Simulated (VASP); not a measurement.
# WS2 in VASP: further runs

WS2 is run at these levels: PBE+D3(BJ); tasks: single point.

All numbers are computed with VASP 6.6.1; they aren't measurements. Logs are shortened: lines on timing, memory, paths and dates and some standing lists are left out, and cuts for length are marked.

## (1) The cell of the first run

The cell holds a slab with vacuum, 6 atoms: a = 3.160 Å, b = 3.160 Å, c = 23.804 Å, α = 90.00°, β = 90.00°, γ = 120.00°.

## (2) Single point, PBE+D3(BJ) (layers slid over each other)

INCAR reads:

```
SYSTEM = WS2
PREC     = Accurate       ! precision mode
ENCUT    = 520            ! plane-wave cutoff, eV
EDIFF    = 1E-6           ! SCF threshold, eV
ISMEAR   = 0              ! smearing method
SIGMA    = 0.05           ! smearing width, eV
LREAL    = .FALSE.        ! projectors in reciprocal space
LASPH    = .TRUE.         ! aspherical terms in the spheres
NELM     = 80             ! most SCF steps
ALGO     = Normal         ! electronic algorithm
ISIF     = 2              ! what is computed and relaxed
LWAVE    = .FALSE.        ! write WAVECAR
LCHARG   = .FALSE.        ! write CHGCAR
LDIPOL   = .TRUE.       
IDIPOL   = 3            
DIPOL    = 0.5 0.5 0.401
GGA      = PE             ! functional
IVDW     = 12             ! dispersion correction
NBANDS   = 35             ! bands
```

KPOINTS reads:

```
Automatic mesh
0
G
  9 9 1
  0 0 0
```

POSCAR reads:

```
WS2
1.0
    3.1595457497      0.0000000000      0.0000000000
   -1.5797728749      2.7362468836      0.0000000000
    0.0000000000      0.0000000000     23.8042575719
S W
4 2
Direct
    0.3333333333      0.6666666667      0.1890418126
    0.3333333333      0.6666666667      0.3214605103
    1.0000000000      1.0000000000      0.4806757258
    1.0000000000      1.0000000000      0.6130944235
    0.6666666667      0.3333333333      0.2552511581
    0.6666666667      1.3333333333      0.5468850713
```

Potentials or basis: VASP PAW PBE potentials, release 64 (S, W_sv).

The run is started by

```sh
> cat potpaw_PBE.64/S/POTCAR potpaw_PBE.64/W_sv/POTCAR > POTCAR
> mpirun -np 1 vasp_std > vasp.out
```

OUTCAR:

```text
SYSTEM = WS2
   PREC = Accurate
   ENCUT = 520
   EDIFF = 1E-6
   ISMEAR = 0
   LREAL = .FALSE.
   LASPH = .TRUE.
   NELM = 80
   ISIF = 2
   GGA = PE
   IVDW = 12
 IVDW          = 12

 ion  position               nearest neighbor table
   1  0.333  0.667  0.189-   5 2.41   5 2.41   5 2.41
   2  0.333  0.667  0.321-   5 2.41   5 2.41   5 2.41
   3  0.000  0.000  0.481-   6 2.41   6 2.41   6 2.41
   4  0.000  0.000  0.613-   6 2.41   6 2.41   6 2.41
   5  0.667  0.333  0.255-   1 2.41   1 2.41   1 2.41   2 2.41   2 2.41   2 2.41
   6  0.667  0.333  0.547-   3 2.41   3 2.41   3 2.41   4 2.41   4 2.41   4 2.41

  LATTYP: Found a hexagonal cell.
 ALAT       =     3.1595457497
 C/A-ratio  =     7.5340759266

  Lattice vectors:

 A1 = (   3.1595457497,   0.0000000000,   0.0000000000)
 A2 = (  -1.5797728749,   2.7362468836,   0.0000000000)
 A3 = (   0.0000000000,   0.0000000000,  23.8042575719)

Analysis of symmetry for initial positions (statically):
=====================================================================
 Subroutine PRICEL returns:
 Original cell was already a primitive cell.

 Routine SETGRP: Setting up the symmetry group for a
 hexagonal supercell.

 Subroutine GETGRP returns: Found 12 space group operations
 (whereof  6 operations were pure point group operations)
 out of a pool of 24 trial point group operations.

The static configuration has the point symmetry C_3v.
 The point group associated with its full space group is D_3d.

Analysis of symmetry for dynamics (positions and initial velocities):
=====================================================================
 Subroutine PRICEL returns:
 Original cell was already a primitive cell.

 Routine SETGRP: Setting up the symmetry group for a
 hexagonal supercell.

 Subroutine GETGRP returns: Found 12 space group operations
 (whereof  6 operations were pure point group operations)
 out of a pool of 24 trial point group operations.

The dynamic configuration has the point symmetry C_3v.
 The point group associated with its full space group is D_3d.

 Subroutine INISYM returns: Found 12 space group operations
 (whereof  6 operations are pure point group operations),
 and found     1 'primitive' translations

----------------------------------------------------------------------------------------

                                     Primitive cell

  volume of cell :     205.7949

  direct lattice vectors                    reciprocal lattice vectors
     3.159545750  0.000000000  0.000000000     0.316501193  0.182732049  0.000000000
    -1.579772875  2.736246884  0.000000000     0.000000000  0.365464098  0.000000000
     0.000000000  0.000000000 23.804257572     0.000000000  0.000000000  0.042009292

  length of vectors
     3.159545750  3.159545750 23.804257572     0.365464098  0.365464098  0.042009292

  position of ions in fractional coordinates (direct lattice)
     0.333333333  0.666666667  0.189041813
     0.333333333  0.666666667  0.321460510
     0.000000000  0.000000000  0.480675726
     0.000000000  0.000000000  0.613094424
     0.666666667  0.333333333  0.255251158
     0.666666667  0.333333333  0.546885071

  ion indices of the primitive-cell ions
   primitive index   ion index
                 1           1
                 2           2
                 3           3
                 4           4
                 5           5
                 6           6

----------------------------------------------------------------------------------------

 KPOINTS: Automatic mesh

Automatic generation of k-mesh.
 Grid dimensions read from file:
 generate k-points for:    9    9    1

 Generating k-lattice:

  Cartesian coordinates                     Fractional coordinates (reciprocal lattice)
     0.035166799  0.020303561  0.000000000     0.111111111 -0.000000000  0.000000000
     0.000000000  0.040607122  0.000000000     0.000000000  0.111111111  0.000000000
     0.000000000  0.000000000  0.042009292     0.000000000  0.000000000  1.000000000

  Length of vectors
     0.040607122  0.040607122  0.042009292

  Shift w.r.t. Gamma in fractional coordinates (k-lattice)
     0.000000000  0.000000000  0.000000000

 Subroutine IBZKPT returns following result:
 ===========================================

 Found     12 irreducible k-points:

 Following reciprocal coordinates:
            Coordinates               Weight
  0.000000  0.000000  0.000000      1.000000
  0.111111 -0.000000  0.000000      6.000000
  0.222222  0.000000  0.000000      6.000000
  0.333333 -0.000000  0.000000      6.000000
  0.444444  0.000000  0.000000      6.000000
  0.111111  0.111111  0.000000      6.000000
  0.222222  0.111111  0.000000     12.000000
  0.333333  0.111111  0.000000     12.000000
  0.444444  0.111111  0.000000      6.000000
  0.222222  0.222222  0.000000      6.000000
  0.333333  0.222222  0.000000     12.000000
  0.333333  0.333333  0.000000      2.000000
   k-points           NKPTS =     12   k-points in BZ     NKDIM =     12   number of bands    NBANDS=     35
   number of dos      NEDOS =    301   number of ions     NIONS =      6
   total plane-waves  NPLWV = 103680
   dimension x,y,z NGX =    24 NGY =   24 NGZ =  180
   dimension x,y,z NGXF=    48 NGYF=   48 NGZF=  360
   ions per type =               4   2
   NGX,Y,Z   is equivalent  to a cutoff of  12.63, 12.63, 12.57 a.u.
   NGXF,Y,Z  is equivalent  to a cutoff of  25.26, 25.26, 25.14 a.u.
 SYSTEM =  WS2
   PREC   = accura    normal or accurate (medium, high low for compatibility)
   ISTART =      0    job   : 0-new  1-cont  2-samecut
   ICHARG =      2    charge: 1-file 2-atom 10-const
   ISPIN  =      1    spin polarized calculation?
   LNONCOLLINEAR =      F non collinear calculations
   LSORBIT =      F    spin-orbit coupling
   LASPH  =      T    aspherical Exc in radial PAW
   ENCUT  =  520.0 eV  38.22 Ry    6.18 a.u.   5.87  5.87 44.26*2*pi/ulx,y,z
   NELM   =     80;   NELMIN=  2; NELMDL= -5     # of ELM steps
   EDIFF  = 0.1E-05   stopping-criterion for ELM
   LREAL  =      F    real-space projection
   EDIFFG = 0.1E-04   stopping-criterion for IOM
   NSW    =      0    number of steps for IOM
   IBRION =     -1    ionic relax: 0-MD 1-quasi-New 2-CG
   NFREE  =      0    steps in history (QN), initial steepest desc. (CG)
   ISIF   =      2    stress and relaxation
   ISYM   =      2    0-nonsym 1-usesym 2-fastsym
   POTIM  = 0.5000    time-step for ionic-motion
   TEBEG  =    0.0;   TEEND  =   0.0 temperature during run
   PSTRESS=    0.0 pullay stress
   NELECT =      52.0000    total number of electrons
   NUPDOWN=      -1.0000    fix difference up-down
   EMIN   =  10.00;   EMAX   =-10.00  energy-range for DOS
   EFERMI =   0.00;   METHOD = LEGACY
   ISMEAR =     0;   SIGMA  =   0.05  broadening in eV -4-tet -1-fermi 0-gaus
   EFERMI_NEDOS =   21; number of points for ismear=-14 and -15
   IALGO  =     38    algorithm
   IMIX   =      4    mixing-type and parameters
     AMIX     =   0.40;   BMIX     =  1.00
     AMIX_MAG =   1.60;   BMIX_MAG =  1.00
  volume/ion in A,a.u.               =      34.30       231.46
  Fermi-wavevector in a.u.,A,eV,Ry     =   1.034978  1.955825 14.574279  1.071179
  Thomas-Fermi vector in A             =   2.169299
   LORBIT       =      0    0 simple, 1 ext, 2 COOP (PROOUT), +10 PAW based schemes
   GGA     = PE    functional components
   LHFCALC =     F    Hartree Fock is set to
   AEXX    =    0.0000 exact exchange contribution
   IVDW    =    12    specifies the selected vdW correction
   LEPSILON=     F    determine dielectric tensor
   LRPA    =     F    only Hartree local field effects (RPA)
 non-spin polarized calculation
 Gauss-broadening in eV      SIGMA  =   0.05
  energy-cutoff  :      520.00
  volume of cell :      205.79
 maximum number of plane-waves:      5566
 NGX is ok and might be reduce to    24
   NGX = 11   NGY = 11   NGZ = 89

 dipolmoment           0.000000      0.000000      0.000050 electrons x Angstroem

 number of electron      51.9999994 magnetization

 dipolmoment           0.000000      0.000000     -0.000005 electrons x Angstroem

 Free energy of the ion-electron system (eV)
  ---------------------------------------------------
  ext. energy  EPLUGINS =         0.00000000
  ---------------------------------------------------
  free energy    TOTEN  =       -47.33217644 eV

  energy without entropy =      -47.33217644  energy(sigma->0) =      -47.33217644

 E-fermi :   1.1598     XC(G=0):  -6.2055

 val. band max:        0.8793241047   @ k =   0.0000   0.0000   0.0000
 cond. band min:       2.7353617013   @ k =   0.3333   0.3333   0.0000
 fundamental gap:      1.8560375966
 Fermi energy:         1.1597696648

 k-point     1 :       0.0000    0.0000    0.0000
  band No.  band energies     occupation
      1     -73.1949      2.00000
      2     -73.1949      2.00000
      3     -37.4466      2.00000
      4     -37.4466      2.00000
      5     -37.2724      2.00000
      6     -37.2724      2.00000
[... 27 lines left out ...]
     34       3.8835      0.00000
     35       5.8476      0.00000

 k-point     2 :       0.1111   -0.0000    0.0000
  band No.  band energies     occupation
      1     -73.1927      2.00000
      2     -73.1927      2.00000
      3     -37.4389      2.00000
      4     -37.4389      2.00000
      5     -37.3152      2.00000
      6     -37.3151      2.00000
[... 27 lines left out ...]
     34       4.1198      0.00000
     35       6.2121      0.00000
[... 340 lines left out ...]
     34       6.0715      0.00000
     35       6.9518      0.00000

 k-point    12 :       0.3333    0.3333    0.0000
  band No.  band energies     occupation
      1     -73.1741      2.00000
      2     -73.1740      2.00000
      3     -37.5383      2.00000
      4     -37.5382      2.00000
      5     -37.5040      2.00000
      6     -37.5039      2.00000
[... 27 lines left out ...]
     34       6.4557      0.00000
     35       7.1342      0.00000

------------------------ aborting loop because EDIFF is reached ----------------------------------------

 vacuum level on the upper side and lower side of the slab       (xc-potential included)        -0.172        -0.172

 Edisp (eV)   -2.06049

 E8    (eV) :    -0.8959

  FORCE on cell =-STRESS in cart. coord.  units (eV):
  Direction    XX          YY          ZZ          XY          YZ          ZX
  --------------------------------------------------------------------------------------
  -------------------------------------------------------------------------------------
  Total      -0.19126    -0.19126    -0.67131     0.00000     0.00000    -0.00000
  in kB      -1.48898    -1.48898    -5.22633     0.00000     0.00000    -0.00000
  external pressure =       -2.73 kB  Pullay stress =        0.00 kB

 VOLUME and BASIS-vectors are now :
 -----------------------------------------------------------------------------
  energy-cutoff  :      520.00
  volume of cell :      205.79
      direct lattice vectors                 reciprocal lattice vectors
     3.159545750  0.000000000  0.000000000     0.316501193  0.182732049  0.000000000
    -1.579772875  2.736246884  0.000000000     0.000000000  0.365464098  0.000000000
     0.000000000  0.000000000 23.804257572     0.000000000  0.000000000  0.042009292

 POSITION                                       TOTAL-FORCE (eV/Angst)
 -----------------------------------------------------------------------------------
     -0.00000      1.82416      4.50000        -0.000000     -0.000000      0.003242
     -0.00000      1.82416      7.65213        -0.000000      0.000000      0.069411
      0.00000      0.00000     11.44213         0.000000     -0.000000     -0.069411
      0.00000      0.00000     14.59426         0.000000      0.000000     -0.003242
      1.57977      0.91208      6.07606         0.000000      0.000000      0.042237
      1.57977      0.91208     13.01819        -0.000000     -0.000000     -0.042237
 -----------------------------------------------------------------------------------
    total drift:                               -0.000000      0.000000     -0.000500

  FREE ENERGIE OF THE ION-ELECTRON SYSTEM (eV)
  ---------------------------------------------------
  free  energy   TOTEN  =       -49.3926661901 eV

  energy  without entropy=      -49.3926661901  energy(sigma->0) =      -49.39266619

 vacuum level on the upper side and lower side of the slab         6.342         6.342
```

Run time: 4.3 min. Hardware: 1 thread of Intel Xeon 8259CL, shared host; peak memory 0.34 GiB.

What came out:

```
Free energy                : -49.3927 eV
Largest force              : 0.069 eV/Å
Band gap on the k mesh     : 1.86 eV (least direct gap 1.92 eV)
Dispersion energy per atom : -0.343 eV
```

Forces in eV/Å, atoms in the order of the input:
```
S    0.000  0.000  0.003
S    0.000  0.000  0.069
S    0.000  0.000 -0.069
S    0.000  0.000 -0.003
W    0.000  0.000  0.042
W    0.000  0.000 -0.042
```

Caveat: the cell differs from its parent crystal (layers slid over each other); spin-orbit coupling is left out, which moves the levels of the heavy elements.

## (3) Single point, PBE+D3(BJ)

INCAR reads:

```
SYSTEM = WS2
PREC = Accurate
ENCUT = 520
EDIFF = 1E-6
ISMEAR = 0
SIGMA = 0.05
LREAL = .False.
LASPH = .True.
NELM = 80
ALGO = Normal
ISIF = 2
LWAVE = .False.
LCHARG = .True.
LDIPOL = .True.
IDIPOL = 3
DIPOL = 0.5 0.5 0.401
GGA = PE
IVDW = 12
LELF = .True.
LVHAR = .True.
LVACPOTAV = .True.
NBANDS = 35
```

KPOINTS reads:

```
regular mesh
0
Gamma
  9 9 1
  0 0 0
```

POSCAR reads:

```
WS2
1.0
    3.1595457497      0.0000000000      0.0000000000
   -1.5797728749      2.7362468836      0.0000000000
    0.0000000000      0.0000000000     23.8042575719
S W
4 2
Direct
    0.3333333333      0.6666666667      0.1890418126
    0.3333333333      0.6666666667      0.3214605103
    0.6666666667      1.3333333333      0.4806757258
    0.6666666667      1.3333333333      0.6130944235
    0.6666666667      0.3333333333      0.2552511581
    0.3333333333      1.6666666667      0.5468850713
```

Potentials or basis: VASP PAW PBE potentials, release 64 (S, W_sv).

The run is started by

```sh
> cat potpaw_PBE.64/S/POTCAR potpaw_PBE.64/W_sv/POTCAR > POTCAR
> mpirun -np 1 vasp_std > vasp.out
```

Wall time 4.1 min (1 thread of Intel Xeon 8259CL, shared host); peak memory 0.34 GiB.

The run converged. Its results:

```yaml
Free_energy: -49.3961 eV
Largest_force: 0.080 eV/Å
Band_gap_on_the_k_mesh: 1.86 eV (least direct gap 1.91 eV)
Dispersion_energy_per_atom: -0.343 eV
```

Forces in eV/Å, atoms in the order of the input:
```
S    0.000  0.000  0.004
S    0.000  0.000  0.080
S    0.000  0.000 -0.080
S    0.000  0.000 -0.004
W    0.000  0.000  0.041
W    0.000  0.000 -0.041
```

Levels at points of the mesh, in eV from the valence-band top:
| k point | band 23 | band 24 | band 25 | band 26 | band 27 | band 28 | band 29 | band 30 |
| --- | --- | --- | --- | --- | --- | --- | --- | --- |
| (0.00, 0.00, 0.00) | -1.63 | -1.63 | -0.34 | 0.00 | 2.87 | 2.87 | 2.87 | 2.87 |

Caveat: spin-orbit coupling is left out, which moves the levels of the heavy elements.
